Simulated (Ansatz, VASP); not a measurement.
C: VASP and Ansatz over several settings

```
C
1.0
     2.14141   -1.23642    0.00000
     2.14141    1.23642    0.00000
    -1.38820    0.00000    3.52603
C
2
Direct
  0.16664 0.16664 0.99991
  0.83336 0.83336 0.00009
```

Single points on this cell with VASP 6.6.1 and Ansatz 0.2.0. Each row is one pair of runs. Alike in all rows: spin: off; smearing: fermi-dirac, width 0.05 eV; Ansatz's potentials, cutoff: Ansatz PAW, 420 eV.

```csv
level,k mesh,"VASP's potentials, cutoff","gap on the k mesh at the Fermi level (eV), VASP","gap on the k mesh at the Fermi level (eV), Ansatz","least direct gap on the mesh (eV), VASP","least direct gap on the mesh (eV), Ansatz","pressure (GPa), VASP","pressure (GPa), Ansatz"
LDA,13 × 13 × 8,"VASP PAW LDA potentials, release 64 (C), 520 eV",0.89,0.89,0.90,0.91,-8.4,-9.2
HSE06,8 × 8 × 4,"VASP PAW PBE potentials, release 64 (C), 520 eV",2.04,2.04,2.04,2.04,-6.6,-7.2
PBE0,8 × 8 × 4,"VASP PAW PBE potentials, release 64 (C), 520 eV",2.67,2.61,2.67,2.61,-6.8,-7.3
```

Gap on the k mesh at the fermi level (eV): the two programs differ by at most 0.059; least direct gap on the mesh (eV): the two programs differ by at most 0.059; pressure (GPa): the two programs differ by at most 0.73.

The k mesh is coarse in some rows, so the values compare programs but aren't converged. Noted on Ansatz's runs: odd divisions of the mesh miss points on the zone boundary, where band edges often lie, so the gap on the mesh can be too wide.
